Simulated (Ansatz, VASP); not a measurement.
## One calculation of AlN, two programs

INCAR

```
SYSTEM = AlN
PREC = Accurate ; ENCUT = 520
EDIFF = 1E-6 ; ISMEAR = 0
SIGMA = 0.02 ; LREAL = .FALSE.
LASPH = .TRUE. ; NELM = 80
ALGO = Normal ; ISIF = 2
LWAVE = .FALSE. ; LCHARG = .TRUE.
GGA = PE ; LELF = .TRUE.
LVHAR = .TRUE. ; NBANDS = 26
```

Contents of KPOINTS:

```
regular mesh
0
G
  4 4 8
  0 0 0
```

The input POSCAR:

```
AlN
1.0
    5.3291138000      0.0000000000      0.0000000000
    0.0000000000      5.3291138000      0.0000000000
    0.0000000000      0.0000000000      3.1218369000
Al N
4 4
Direct
    0.6769860000      0.6769860000      0.0000000000
    0.1769860000      0.8230140000      0.5000000000
    0.8230140000      0.1769860000      0.5000000000
    0.3230140000      0.3230140000      0.0000000000
    0.8154210000      0.8154210000      0.5000000000
    0.1845790000      0.1845790000      0.5000000000
    0.6845790000      0.3154210000      0.0000000000
    0.3154210000      0.6845790000      0.0000000000
```

Input for Ansatz:

```yaml
crystal:
  lattice:
    - [5.3291138, 0.0, 0.0]
    - [0.0, 5.3291138, 0.0]
    - [0.0, 0.0, 3.1218369]
  atoms:
    - { symbol: Al, position: [0.676986, 0.676986, 0.0] }
    - { symbol: Al, position: [0.176986, 0.823014, 0.5] }
    - { symbol: Al, position: [0.823014, 0.176986, 0.5] }
    - { symbol: Al, position: [0.323014, 0.323014, 0.0] }
    - { symbol: "N", position: [0.815421, 0.815421, 0.5] }
    - { symbol: "N", position: [0.184579, 0.184579, 0.5] }
    - { symbol: "N", position: [0.684579, 0.315421, 0.0] }
    - { symbol: "N", position: [0.315421, 0.684579, 0.0] }
basis:
  ecutwfc: 420
kpoints:
  mp_grid: { grid: [4, 4, 8] }
  band_path:
    path:
      - [[0.0, 0.0, 0.0], [0.0, 0.5, 0.0], [0.5, 0.5, 0.0], [0.0, 0.0, 0.0], [0.0, 0.0, 0.5], [0.0, 0.5, 0.5], [0.5, 0.5, 0.5], [0.0, 0.0, 0.5]]
      - [[0.0, 0.5, 0.0], [0.0, 0.5, 0.5]]
      - [[0.5, 0.5, 0.0], [0.5, 0.5, 0.5]]
    npoints: 14
hamiltonian:
  xc: pbe
scf:
  occupations: { method: gaussian, width: 0.02 }
  n_extra_bands: 20
output:
  forces: true
  stress: true
  eigenvalues: true
  populations: true
  dos: { projected: true, de: 0.02, nscf_kmesh: { grid: [6, 6, 12] } }
  bader: true
  write_density: true
  write_potential: true
  elf: true
  volumetric_format: npy
```

Alike in both runs: task single point; functional PBE; k mesh 4 × 4 × 8; occupations gaussian, width 0.02 eV; no spin polarisation.

|  | VASP | Ansatz |
| --- | --- | --- |
| version | VASP 6.6.1 | Ansatz 0.2.0 |
| potentials or method | VASP PAW PBE potentials, release 64 (Al, N), cutoff 520 eV | scalar-relativistic, plane waves, PAW |
| valence electrons in the cell | 32 | 32 |

Ansatz gave:

```
gap on the k mesh at the Fermi level (eV) : 3.74
least direct gap on the mesh (eV)         : 3.74
pressure (GPa)                            : 0.0
```

Q: Estimate VASP's values.

A: gap on the k mesh at the Fermi level (eV): 3.75; least direct gap on the mesh (eV): 3.75; pressure (GPa): -0.2.
